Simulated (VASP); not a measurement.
# I (P6/mmm) in VASP: single point with r2SCAN

Aim: the single point of I with r2SCAN.

All numbers are computed with VASP 6.6.1; they aren't measurements. Logs are shortened: lines on timing, memory, paths and dates and some standing lists are left out, and cuts for length are marked.

## (1) The cell of the first run

The structure is hexagonal, space group P6/mmm (No. 191). The conventional cell has a = 6.651 Å, b = 6.651 Å, c = 4.077 Å, α = 90.00°, β = 90.00°, γ = 120.00°. I (site symmetry 6/mmm) has 14 I at 4.08 to 4.35 Å within 5.4 Å. I (site symmetry -6m2) has 11 I at 3.84 to 4.35 Å within 5.0 Å.

## (2) Single point, r2SCAN

POSCAR reads:

```
I
1.0
    6.6507048369      0.0000000000      0.0000000000
   -3.3253524184      5.7596793418      0.0000000000
    0.0000000000      0.0000000000      4.0771712261
I
3
Direct
    0.0000000000      0.0000000000      0.0000000000
    0.3333333333      0.6666666667      0.5000000000
    0.6666666667      0.3333333333      0.5000000000
```

INCAR.step1 reads:

```
PREC     = Accurate       # precision mode
ENCUT    = 520            # plane-wave cutoff, eV
ISMEAR   = 0              # smearing method
SIGMA    = 0.1            # smearing width, eV
LREAL    = F              # projectors in reciprocal space
LASPH    = T              # aspherical terms in the spheres
NELM     = 100            # most SCF steps
NBANDS   = 18             # bands
GGA      = PE             # functional
ALGO     = Normal         # electronic algorithm
EDIFF    = 1E-4           # SCF threshold, eV
LWAVE    = T              # write WAVECAR
LCHARG   = F              # write CHGCAR
```

INCAR.step2 reads:

```
PREC     = Accurate       # precision mode
ENCUT    = 520            # plane-wave cutoff, eV
EDIFF    = 1E-7           # SCF threshold, eV
ISMEAR   = 0              # smearing method
SIGMA    = 0.1            # smearing width, eV
LREAL    = F              # projectors in reciprocal space
LASPH    = T              # aspherical terms in the spheres
NELM     = 100            # most SCF steps
ALGO     = Normal         # electronic algorithm
ISIF     = 2              # what is computed and relaxed
LWAVE    = F              # write WAVECAR
LCHARG   = T              # write CHGCAR
METAGGA  = R2SCAN         # meta-GGA
LMIXTAU  = T            
LELF     = T              # ELF
LVHAR    = T            
NBANDS   = 18             # bands
ISTART   = 1
```

KPOINTS reads:

```
Automatic mesh
0
Gamma
  3 3 4
```

Potentials or basis: VASP PAW PBE potentials, release 64 (I).

Command:

```bash
$ cat potpaw_PBE.64/I/POTCAR > POTCAR
$ cp INCAR.step1 INCAR
$ mpirun -np 1 vasp_std > vasp.out
$ cp INCAR.step2 INCAR
$ mpirun -np 1 vasp_std > vasp.out
```

OUTCAR:

```text
PREC = Accurate
   ENCUT = 520
   EDIFF = 1E-7
   ISMEAR = 0
   LREAL = F
   LASPH = T
   NELM = 100
   ISIF = 2
   METAGGA = R2SCAN
   ISTART = 1

 ion  position               nearest neighbor table
   1  0.000  0.000  0.000-
   2  0.333  0.667  0.500-
   3  0.667  0.333  0.500-

  LATTYP: Found a hexagonal cell.
 ALAT       =     6.6507048369
 C/A-ratio  =     0.6130434783

  Lattice vectors:

 A1 = (   6.6507048369,   0.0000000000,   0.0000000000)
 A2 = (  -3.3253524184,   5.7596793418,   0.0000000000)
 A3 = (   0.0000000000,   0.0000000000,   4.0771712261)

Analysis of symmetry for initial positions (statically):
=====================================================================
 Subroutine PRICEL returns:
 Original cell was already a primitive cell.

 Routine SETGRP: Setting up the symmetry group for a
 hexagonal supercell.

 Subroutine GETGRP returns: Found 24 space group operations
 (whereof 24 operations were pure point group operations)
 out of a pool of 24 trial point group operations.

The static configuration has the point symmetry D_6h.

Analysis of symmetry for dynamics (positions and initial velocities):
=====================================================================
 Subroutine PRICEL returns:
 Original cell was already a primitive cell.

 Routine SETGRP: Setting up the symmetry group for a
 hexagonal supercell.

 Subroutine GETGRP returns: Found 24 space group operations
 (whereof 24 operations were pure point group operations)
 out of a pool of 24 trial point group operations.

The dynamic configuration has the point symmetry D_6h.

 Subroutine INISYM returns: Found 24 space group operations
 (whereof 24 operations are pure point group operations),
 and found     1 'primitive' translations

----------------------------------------------------------------------------------------

                                     Primitive cell

  volume of cell :     156.1798

  direct lattice vectors                    reciprocal lattice vectors
     6.650704837  0.000000000  0.000000000     0.150360003  0.086810388  0.000000000
    -3.325352418  5.759679342  0.000000000     0.000000000  0.173620777  0.000000000
     0.000000000  0.000000000  4.077171226     0.000000000  0.000000000  0.245268090

  length of vectors
[... 65 lines left out ...]
   LASPH  =      T    aspherical Exc in radial PAW
   ENCUT  =  520.0 eV  38.22 Ry    6.18 a.u.  12.37 12.37  7.58*2*pi/ulx,y,z
   NELM   =    100;   NELMIN=  2; NELMDL=  0     # of ELM steps
   EDIFF  = 0.1E-06   stopping-criterion for ELM
   LREAL  =      F    real-space projection
   EDIFFG = 0.1E-05   stopping-criterion for IOM
   NSW    =      0    number of steps for IOM
   IBRION =     -1    ionic relax: 0-MD 1-quasi-New 2-CG
   NFREE  =      0    steps in history (QN), initial steepest desc. (CG)
   ISIF   =      2    stress and relaxation
   ISYM   =      2    0-nonsym 1-usesym 2-fastsym
   POTIM  = 0.5000    time-step for ionic-motion
   TEBEG  =    0.0;   TEEND  =   0.0 temperature during run
   PSTRESS=    0.0 pullay stress
   NELECT =      21.0000    total number of electrons
   NUPDOWN=      -1.0000    fix difference up-down
   EMIN   =  10.00;   EMAX   =-10.00  energy-range for DOS
   EFERMI =   0.00;   METHOD = LEGACY
   ISMEAR =     0;   SIGMA  =   0.10  broadening in eV -4-tet -1-fermi 0-gaus
   EFERMI_NEDOS =   21; number of points for ismear=-14 and -15
   IALGO  =     38    algorithm
   IMIX   =      4    mixing-type and parameters
     AMIX     =   0.40;   BMIX     =  1.00
     AMIX_MAG =   1.60;   BMIX_MAG =  1.00
  volume/ion in A,a.u.               =      52.06       351.32
  Fermi-wavevector in a.u.,A,eV,Ry     =   0.838699  1.584912  9.570563  0.703417
  Thomas-Fermi vector in A             =   1.952797
   LORBIT       =      0    0 simple, 1 ext, 2 COOP (PROOUT), +10 PAW based schemes
   METAGGA = R2SCAN    functional components
   LHFCALC =     F    Hartree Fock is set to
   AEXX    =    0.0000 exact exchange contribution
   IVDW    =     0    specifies the selected vdW correction
   LEPSILON=     F    determine dielectric tensor
   LRPA    =     F    only Hartree local field effects (RPA)
 non-spin polarized calculation
 Gauss-broadening in eV      SIGMA  =   0.10
  energy-cutoff  :      520.00
  volume of cell :      156.18
 maximum number of plane-waves:      4227
 NGX is ok and might be reduce to    50
   NGX = 25   NGY = 25   NGZ = 15

 number of electron      21.0000000 magnetization

 Free energy of the ion-electron system (eV)
  ---------------------------------------------------
  ext. energy  EPLUGINS =         0.00000000
  ---------------------------------------------------
  free energy    TOTEN  =       -71.49413118 eV

  energy without entropy =      -71.45476067  energy(sigma->0) =      -71.47444592

 E-fermi :   0.1580     XC(G=0):  -7.6909

 val. band max:        0.1408486401   @ k =   0.3333   0.3333   0.0000
 cond. band min:       0.1965100757   @ k =   0.3333   0.0000   0.5000
 fundamental gap:      0.0556614355
 Fermi energy:         0.1579741358

 k-point     1 :       0.0000    0.0000    0.0000
  band No.  band energies     occupation
      1     -12.0404      2.00000
      2     -11.3676      2.00000
      3     -11.1303      2.00000
      4      -1.8651      2.00000
      5      -1.8651      2.00000
      6      -1.3023      2.00000
[... 166 lines left out ...]
      5      -1.8768      2.00000
      6      -1.8768      2.00000
[... 10 lines left out ...]
     17       8.8662      0.00000
     18       9.0761      0.00000

------------------------ aborting loop because EDIFF is reached ----------------------------------------

  FORCE on cell =-STRESS in cart. coord.  units (eV):
  Direction    XX          YY          ZZ          XY          YZ          ZX
  --------------------------------------------------------------------------------------
  -------------------------------------------------------------------------------------
  Total       -3.0079537     -3.0079537     -4.1890090     -0.0000000      0.0000000      0.0000000
  in kB      -30.8572203    -30.8572203    -42.9731261     -0.0000000      0.0000000      0.0000000
  external PRESSURE =     -34.8958555 kB  Pullay stress =       0.0000000 kB

 VOLUME and BASIS-vectors are now :
 -----------------------------------------------------------------------------
  energy-cutoff  :      520.00
  volume of cell :      156.18
      direct lattice vectors                 reciprocal lattice vectors
     6.650704837  0.000000000  0.000000000     0.150360003  0.086810388  0.000000000
    -3.325352418  5.759679342  0.000000000     0.000000000  0.173620777  0.000000000
     0.000000000  0.000000000  4.077171226     0.000000000  0.000000000  0.245268090

 POSITION                                       TOTAL-FORCE (eV/Angst)
 -----------------------------------------------------------------------------------
      0.00000      0.00000      0.00000         0.000000     -0.000000      0.000000
     -0.00000      3.83979      2.03859        -0.000000      0.000000      0.000000
      3.32535      1.91989      2.03859         0.000000     -0.000000     -0.000000
 -----------------------------------------------------------------------------------
    total drift:                                0.000000     -0.000000      0.000000

  FREE ENERGIE OF THE ION-ELECTRON SYSTEM (eV)
  ---------------------------------------------------
  free  energy   TOTEN  =       -71.4941311756 eV

  energy  without entropy=      -71.4547606720  energy(sigma->0) =      -71.47444592
```

Wall time 69 s (1 thread of Intel Xeon 6975P-C (Granite Rapids), shared host); peak memory 0.28 GiB.

What came out:

- Free energy: -71.4941 eV
- Pressure: -3.5 GPa

Levels at points of the mesh, in eV from the Fermi level:
```tsv
k point	band 7	band 8	band 9	band 10	band 11	band 12	band 13	band 14	band 15	band 16
(0.00, 0.00, 0.00)	-1.46	-0.43	0.27	0.41	0.41	0.48	6.37	7.24	9.28	9.71
(0.00, 0.00, 0.50)	-1.61	-1.43	-0.52	-0.52	-0.22	-0.22	6.58	6.58	8.05	8.05
```

Caveat: the k points lie up to 0.39 Å⁻¹ apart; the PAW data sets were made with another functional, which shifts forces and pressure a little; spin-orbit coupling is left out, which moves the levels of the heavy elements; an odd number of electrons without spin polarisation forces a metal; a magnetic or distorted state may lie lower.
